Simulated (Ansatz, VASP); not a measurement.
# Two plane-wave programs on AlO2

```xyz
3
Lattice="2.6140 0.0000 0.0000 0.0000 2.6140 0.0000 0.0000 0.0000 4.6458" Properties=species:S:1:pos:R:3 pbc="T T T"
Al    1.3070    1.3070    2.3229
O     0.0000    0.0000    0.0000
O     0.0000    0.0000    2.3229
```

Alike in both runs: task single point; functional PBE; k mesh 6 × 6 × 4; occupations gaussian, width 0.1 eV; collinear spin.

```csv
,VASP,Ansatz
version,VASP 6.6.1,Ansatz 0.2.0
potentials or method,"VASP PAW PBE potentials, release 64 (Al, O), cutoff 600 eV","scalar-relativistic, plane waves, PAW"
valence electrons in the cell,15,15
```

|  | VASP | Ansatz | Ansatz less VASP |
| --- | --- | --- | --- |
| gap on the k mesh at the Fermi level (eV) | none | none | - |
| pressure (GPa) | 3.1 | 3.4 | +0.31 |
| traceless stress, the component that is largest in VASP (GPa) | 2.11 | 2.07 | -0.035 |
| net moment per atom (μB) | 0.34 | 0.34 | 0.000 |
| size of the moment on the site where the two differ most (μB) | 0.92 | 1.04 | +0.123 |

Site moments also hang on the region over which each program counts them. A gap of «none» marks a metal or a gap that the smearing closes. With one functional, cell and mesh, what is left measures potentials, basis and numerics.

The k mesh is coarse, so the values compare programs but aren't converged.
